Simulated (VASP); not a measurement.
# Nd2H3 (P-1) in VASP: relaxation of cell and atoms with PBE

Aim: the relaxation of cell and atoms of Nd2H3 with PBE.

All numbers are computed with VASP 6.6.1; they aren't measurements. Logs are shortened: lines on timing, memory, paths and dates and some standing lists are left out, and cuts for length are marked.

### 1 The cell of the first run

The typed cell holds 5 atoms: a = 3.394 Å, b = 5.082 Å, c = 5.458 Å, α = 104.31°, β = 101.11°, γ = 109.50°.

The cell was generated, and may not be a known phase.

### 2 Relaxation of cell and atoms, PBE

Contents of INCAR:

```
ALGO = Normal
EDIFF = 1E-7
EDIFFG = -0.08
ENCUT = 500
GGA = PE
GGA_COMPAT = False
IBRION = 2
ISIF = 3
ISMEAR = 0
LASPH = True
LCHARG = False
LMAXMIX = 6
LREAL = False
LWAVE = False
NELM = 200
NELMIN = 4
NSW = 36
PREC = Accurate
SIGMA = 0.2
```

Contents of KPOINTS:

```
k-points
0
Gamma
  5 4 3
```

Contents of POSCAR:

```
Nd2H3
1.0
    3.3935090000      0.0000000000      0.0000000000
   -1.6964705400      4.7905223400      0.0000000000
   -1.0518947500     -1.8031434600      5.0425065600
Nd H
2 3
Direct
    0.0000000000      0.5000000000      0.0000000000
    0.0000000000      0.5000000000      0.5000000000
    0.5000000000      0.0000000000      0.5000000000
    0.5000000000      0.5000000000      0.0000000000
    0.0000000000      0.0000000000      0.0000000000
```

Potentials or basis: VASP PAW PBE potentials, release 64 (Nd_3, H), 4f in core.

Run with:

```
cat potpaw_PBE.64/Nd_3/POTCAR potpaw_PBE.64/H/POTCAR > POTCAR
mpirun -np 1 vasp_std > vasp.out
```

OUTCAR:

```text
EDIFF = 1E-7
   EDIFFG = -0.08
   ENCUT = 500
   GGA = PE
   IBRION = 2
   ISIF = 3
   ISMEAR = 0
   LASPH = True
   LREAL = False
   NELM = 200
   NELMIN = 4
   NSW = 36
   PREC = Accurate

 ion  position               nearest neighbor table
   1  0.000  0.500  0.000-   4 1.70   4 1.70   2 2.73   2 2.73
   2  0.000  0.500  0.500-   1 2.73   1 2.73
   3  0.500  0.000  0.500-
   4  0.500  0.500  0.000-   1 1.70   1 1.70
   5  0.000  0.000  0.000-

  LATTYP: Found a triclinic cell.
 ALAT       =     5.8963985098
 B/A-ratio  =     1.0978554070
 C/A-ratio  =     1.1855018832
 COS(alpha) =     0.0070810939
 COS(beta)  =     0.4268932519
 COS(gamma) =     0.8535097300

  Lattice vectors:

 A1 = (  -0.6451437100,  -2.9873788800,  -5.0425065600)
 A2 = (   2.7483652900,  -2.9873788800,  -5.0425065600)
 A3 = (  -5.0905474600,  -4.7905223400,   0.0000000000)

Analysis of symmetry for initial positions (statically):
=====================================================================
 Subroutine PRICEL returns:
 Original cell was already a primitive cell.

 Routine SETGRP: Setting up the symmetry group for a
 triclinic supercell.

 Subroutine GETGRP returns: Found  2 space group operations
 (whereof  2 operations were pure point group operations)
 out of a pool of  2 trial point group operations.

The static configuration has the point symmetry S_2 .

Analysis of symmetry for dynamics (positions and initial velocities):
=====================================================================
 Subroutine PRICEL returns:
 Original cell was already a primitive cell.

 Routine SETGRP: Setting up the symmetry group for a
 triclinic supercell.

 Subroutine GETGRP returns: Found  2 space group operations
 (whereof  2 operations were pure point group operations)
 out of a pool of  2 trial point group operations.

The dynamic configuration has the point symmetry S_2 .

 Subroutine INISYM returns: Found  2 space group operations
 (whereof  2 operations are pure point group operations),
 and found     1 'primitive' translations

----------------------------------------------------------------------------------------

                                     Primitive cell

  volume of cell :      81.9744

  direct lattice vectors                    reciprocal lattice vectors
     3.393509000  0.000000000  0.000000000     0.294680226  0.104355285  0.098788197
    -1.696470540  4.790522340  0.000000000     0.000000000  0.208745504  0.074645037
    -1.051894750 -1.803143460  5.042506560     0.000000000  0.000000000  0.198314070

  length of vectors
     3.393509000  5.082038625  5.457534362     0.327849919  0.221690250  0.198314070

  position of ions in fractional coordinates (direct lattice)
     0.000000000  0.500000000  0.000000000
     1.000000000  0.500000000  0.500000000
     0.500000000  1.000000000  0.500000000
     0.500000000  0.500000000  0.000000000
     0.000000000  0.000000000  0.000000000

  ion indices of the primitive-cell ions
   primitive index   ion index
                 1           1
                 2           2
                 3           3
                 4           4
                 5           5

----------------------------------------------------------------------------------------

 KPOINTS: k-points

Automatic generation of k-mesh.
 Grid dimensions read from file:
 generate k-points for:    5    4    3

 Generating k-lattice:

  Cartesian coordinates                     Fractional coordinates (reciprocal lattice)
     0.058936045  0.020871057  0.019757639     0.200000000 -0.000000000 -0.000000000
     0.000000000  0.052186376  0.018661259     0.000000000  0.250000000 -0.000000000
     0.000000000  0.000000000  0.066104690     0.000000000  0.000000000  0.333333333

  Length of vectors
     0.065569984  0.055422563  0.066104690

  Shift w.r.t. Gamma in fractional coordinates (k-lattice)
     0.000000000  0.000000000  0.000000000

 Subroutine IBZKPT returns following result:
 ===========================================

 Found     31 irreducible k-points:

 Following reciprocal coordinates:
            Coordinates               Weight
  0.000000  0.000000  0.000000      1.000000
  0.200000  0.000000  0.000000      2.000000
  0.400000  0.000000 -0.000000      2.000000
  0.000000  0.250000  0.000000      2.000000
  0.200000  0.250000  0.000000      2.000000
  0.400000  0.250000 -0.000000      2.000000
[... 16 lines left out ...]
  0.200000  0.500000  0.333333      2.000000
  0.400000  0.500000  0.333333      2.000000
 [... further k-points ...]
   k-points           NKPTS =     31   k-points in BZ     NKDIM =     31   number of bands    NBANDS=     16
   number of dos      NEDOS =    301   number of ions     NIONS =      5
   total plane-waves  NPLWV =  44800
   dimension x,y,z NGX =    28 NGY =   40 NGZ =   40
   dimension x,y,z NGXF=    56 NGYF=   80 NGZF=   80
   ions per type =               2   3
   NGX,Y,Z   is equivalent  to a cutoff of  13.72, 13.08, 12.18 a.u.
   NGXF,Y,Z  is equivalent  to a cutoff of  27.43, 26.17, 24.37 a.u.
 SYSTEM =  unknown system
   PREC   = accura    normal or accurate (medium, high low for compatibility)
   ISTART =      0    job   : 0-new  1-cont  2-samecut
   ICHARG =      2    charge: 1-file 2-atom 10-const
   ISPIN  =      1    spin polarized calculation?
   LNONCOLLINEAR =      F non collinear calculations
   LSORBIT =      F    spin-orbit coupling
   LASPH  =      T    aspherical Exc in radial PAW
   ENCUT  =  500.0 eV  36.75 Ry    6.06 a.u.   6.19  9.27  9.95*2*pi/ulx,y,z
   NELM   =    200;   NELMIN=  4; NELMDL= -5     # of ELM steps
   EDIFF  = 0.1E-06   stopping-criterion for ELM
   LREAL  =      F    real-space projection
   EDIFFG = -.8E-01   stopping-criterion for IOM
   NSW    =     36    number of steps for IOM
   IBRION =      2    ionic relax: 0-MD 1-quasi-New 2-CG
   NFREE  =      1    steps in history (QN), initial steepest desc. (CG)
   ISIF   =      3    stress and relaxation
   ISYM   =      2    0-nonsym 1-usesym 2-fastsym
   POTIM  = 0.5000    time-step for ionic-motion
   TEBEG  =    0.0;   TEEND  =   0.0 temperature during run
   PSTRESS=    0.0 pullay stress
   NELECT =      25.0000    total number of electrons
   NUPDOWN=      -1.0000    fix difference up-down
   EMIN   =  10.00;   EMAX   =-10.00  energy-range for DOS
   EFERMI =   0.00;   METHOD = LEGACY
   ISMEAR =     0;   SIGMA  =   0.20  broadening in eV -4-tet -1-fermi 0-gaus
   EFERMI_NEDOS =   21; number of points for ismear=-14 and -15
   IALGO  =     38    algorithm
   IMIX   =      4    mixing-type and parameters
     AMIX     =   0.40;   BMIX     =  1.00
     AMIX_MAG =   1.60;   BMIX_MAG =  1.00
  volume/ion in A,a.u.               =      16.39       110.64
  Fermi-wavevector in a.u.,A,eV,Ry     =   1.101950  2.082384 16.521483  1.214295
  Thomas-Fermi vector in A             =   2.238386
   LORBIT       =      0    0 simple, 1 ext, 2 COOP (PROOUT), +10 PAW based schemes
   GGA     = PE    functional components
   LHFCALC =     F    Hartree Fock is set to
   AEXX    =    0.0000 exact exchange contribution
   IVDW    =     0    specifies the selected vdW correction
   LEPSILON=     F    determine dielectric tensor
   LRPA    =     F    only Hartree local field effects (RPA)
 conjugate gradient relaxation of ions
 non-spin polarized calculation
 Gauss-broadening in eV      SIGMA  =   0.20
  energy-cutoff  :      500.00
  volume of cell :       81.97
 maximum number of plane-waves:      2094
 NGX is ok and might be reduce to    28
   NGX = 13   NGY = 19   NGZ = 19

--------------------------------------- Ionic step        1  -------------------------------------------

 number of electron      25.0000003 magnetization

 Free energy of the ion-electron system (eV)
  ---------------------------------------------------
  ext. energy  EPLUGINS =         0.00000000
  ---------------------------------------------------
  free energy    TOTEN  =       -15.05375986 eV

  energy without entropy =      -14.99727021  energy(sigma->0) =      -15.02551503

------------------------ aborting loop because EDIFF is reached ----------------------------------------

  FORCE on cell =-STRESS in cart. coord.  units (eV):
  Direction    XX          YY          ZZ          XY          YZ          ZX
  --------------------------------------------------------------------------------------
  -------------------------------------------------------------------------------------
  Total       20.7234742     -5.5893452      7.5966858      1.2682097     -6.9292794     -3.1497666
  in kB      405.0370954   -109.2428876    148.4760487     24.7869627   -135.4316937    -61.5617011
  external PRESSURE =     148.0900855 kB  Pullay stress =       0.0000000 kB
[... 98 lines left out ...]
  FREE ENERGIE OF THE ION-ELECTRON SYSTEM (eV)
  ---------------------------------------------------
  free  energy   TOTEN  =       -18.4881806669 eV

  energy  without entropy=      -18.4046261002  energy(sigma->0) =      -18.44640338

 E-fermi :   3.1086     XC(G=0):  -9.6551

 val. band max:        3.0979917855   @ k =   0.0000   0.2500   0.3333
 cond. band min:       3.1172605987   @ k =  -0.4000   0.2500   0.0000
 fundamental gap:      0.0192688132
 Fermi energy:         3.1086413272

 k-point     1 :       0.0000    0.0000    0.0000
  band No.  band energies     occupation
      1     -35.5680      2.00000
      2     -34.0977      2.00000
      3     -16.8808      2.00000
      4     -16.6596      2.00000
      5     -16.5466      2.00000
      6     -15.3004      2.00000
[... 433 lines left out ...]
      3     -16.9282      2.00000
      4     -16.7191      2.00000
      5     -16.6509      2.00000
      6     -15.5051      2.00000
[... 8 lines left out ...]
     15       5.6087      0.00000
     16       5.9649      0.00000

 [... further k-points ...]

[... ionic steps 4 to 15 ...]

--------------------------------------- Ionic step       16  -------------------------------------------

 number of electron      25.0000002 magnetization

------------------------ aborting loop because EDIFF is reached ----------------------------------------
[... 73 lines left out ...]
--------------------------------------- Ionic step       18  -------------------------------------------

 number of electron      25.0000001 magnetization

 Free energy of the ion-electron system (eV)
  ---------------------------------------------------
  ext. energy  EPLUGINS =         0.00000000
  ---------------------------------------------------
  free energy    TOTEN  =       -20.36048894 eV

  energy without entropy =      -20.26875338  energy(sigma->0) =      -20.31462116

 E-fermi :   3.0358     XC(G=0):  -9.5661

 val. band max:        3.0339559494   @ k =  -0.2000   0.5000   0.3333
 cond. band min:       3.0527620098   @ k =   0.4000   0.0000  -0.0000
 fundamental gap:      0.0188060604
 Fermi energy:         3.0357796040

 k-point     1 :       0.0000    0.0000    0.0000
  band No.  band energies     occupation
      1     -35.8598      2.00000
      2     -34.1607      2.00000
      3     -16.9206      2.00000
      4     -16.8917      2.00000
      5     -16.8736      2.00000
      6     -15.3459      2.00000
[... 433 lines left out ...]
      3     -17.0003      2.00000
      4     -16.9795      2.00000
      5     -16.8950      2.00000
      6     -15.5619      2.00000
[... 8 lines left out ...]
     15       5.1901      0.00000
     16       5.9371      0.00000

 [... further k-points ...]
[... 5 lines left out ...]
  --------------------------------------------------------------------------------------
  -------------------------------------------------------------------------------------
  Total        0.0882592     -0.0534454     -0.0592059      0.0180650     -0.0504871      0.0667363
  in kB        1.7161902     -1.0392402     -1.1512521      0.3512724     -0.9817166      1.2976793
  external PRESSURE =      -0.1581007 kB  Pullay stress =       0.0000000 kB
[... 20 lines left out ...]
  FREE ENERGIE OF THE ION-ELECTRON SYSTEM (eV)
  ---------------------------------------------------
  free  energy   TOTEN  =       -20.3604889372 eV

  energy  without entropy=      -20.2687533753  energy(sigma->0) =      -20.31462116

 reached required accuracy - stopping structural energy minimisation
```

Run time: 8.3 min. Hardware: 1 thread of Intel Xeon Platinum 8488C (Sapphire Rapids), shared host; peak memory 0.23 GiB.

Results:

* Free energy: -20.3605 eV
* Relaxed volume: 16.48 Å³/atom
* Relaxed cell: a = 4.322 Å, b = 4.370 Å, c = 7.330 Å, α = 123.82°, β = 123.66°, γ = 92.49°
* Space group after relaxing (to 0.1 Å): C2/m (No. 12)
* Energy gained by relaxing: 1061.3 meV/atom
* Ionic steps: 18
* Pressure after relaxing: 0.0 GPa
* Band gap on the k mesh: zero (an odd number of electrons rules out a gap without spin polarisation)

Stress tensor (GPa, compression positive):
```
 0.17  0.04  0.13
 0.04 -0.10 -0.10
 0.13 -0.10 -0.12
```

The path:
| step | energy change (eV) | largest force (eV/Å) | pressure (GPa) | volume (Å³) |
| --- | --- | --- | --- | --- |
| 1 | 0.0000 | 0.0000 | 14.81 | 81.97 |
| 2 | -3.2563 | 0.0000 | -2.23 | 99.36 |
| 3 | -3.4344 | 0.0000 | -4.48 | 105.05 |
| 4 | -4.0266 | 0.0000 | -3.58 | 97.55 |
| 5 | -4.3860 | 0.0000 | 9.13 | 74.23 |
| 6 | -4.6367 | 0.0000 | 0.86 | 84.37 |
| 7 | -4.6510 | 0.0000 | 2.18 | 82.21 |
| 8 | -5.0112 | 0.0000 | 1.14 | 81.37 |
| 9 | -5.1053 | 0.0000 | 1.58 | 80.13 |
| 10 | -5.1977 | 0.0000 | -0.65 | 83.25 |
| 11 | -5.2075 | 0.0000 | -1.74 | 85.12 |
| 12 | -5.2497 | 0.0000 | -0.13 | 82.67 |
| 13 | -5.2514 | 0.0000 | 0.29 | 82.11 |
| 14 | -5.2855 | 0.0000 | 0.42 | 81.81 |
| 15 | -5.2966 | 0.0000 | 0.70 | 81.39 |
| 16 | -5.3028 | 0.0000 | -0.65 | 83.32 |
| 17 | -5.3033 | 0.0000 | -0.36 | 82.89 |
| 18 | -5.3067 | 0.0000 | -0.02 | 82.40 |

Final structure:
```
CELL_PARAMETERS angstrom
4.18349 0.92776 -0.56062
-1.22716 4.09042 -0.92563
-2.58283 -3.84790 5.67914
ATOMIC_POSITIONS crystal
Nd 0.00000 0.50000 0.00000
Nd 0.00000 0.50000 0.50000
H 0.50000 0.00000 0.50000
H 0.50000 0.50000 0.00000
H 0.00000 0.00000 0.00000
```

Caveat: the k points lie up to 0.41 Å⁻¹ apart in the final cell, too coarse for converged energies and pressures of a metal; a cell axis changed by over 15 % at a fixed basis, so the end point is rough; spin-orbit coupling is left out, which moves the levels of the heavy elements; the 4f electrons are frozen in the core, so they carry no moment and show no levels; an odd number of electrons without spin polarisation forces a metal; a magnetic or distorted state may lie lower. Spin polarisation is off, so any magnetic state and its effect on volume and gap are missing.
